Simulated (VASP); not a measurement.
SnTe, 4 atoms in the cell. It takes space group P6_3mc (No. 186, hexagonal). Conventional cell: a = 5.397 Å, b = 5.397 Å, c = 6.488 Å, α = 90.00°, β = 90.00°, γ = 120.00°. Within 4.0 Å of Sn (site symmetry 3m) lie 5 Te at 3.03 to 3.46 Å. Te (site symmetry 3m) has 5 Sn at 3.03 to 3.46 Å within 4.0 Å. 

| Property | Result |
| --- | --- |
| Program | VASP 6.6.1 |
| Task | single point |
| Functional | r2SCAN |
| Potentials or basis | VASP PAW PBE potentials, release 64 (Sn_d, Te) |
| Cutoff | 520 eV |
| k mesh | 6 × 6 × 4 |
| Occupations | gaussian, width 0.001 eV |
| Spin | no spin polarisation |
| Dipole correction | no |
| Further INCAR settings | ALGO = Normal; EDIFF = 1e-07; NBANDS = 28 |

Potentials or basis: VASP PAW PBE potentials, release 64 (Sn_d, Te).

Launch:

```sh
$ cat potpaw_PBE.64/Sn_d/POTCAR potpaw_PBE.64/Te/POTCAR > POTCAR
$ cp INCAR.step1 INCAR
$ mpirun -np 1 vasp_std > vasp.out
$ cp INCAR.step2 INCAR
$ mpirun -np 1 vasp_std > vasp.out
```

Hardware: 1 thread of Intel(R) Xeon(R) Platinum 8488C (Sapphire Rapids) (shared host).

Q: Estimate the wall time of this run.

A: It took 3.1 min on 1 thread of Intel(R) Xeon(R) Platinum 8488C (Sapphire Rapids) (shared host), peak memory 0.34 GiB. Counts: k points 21.
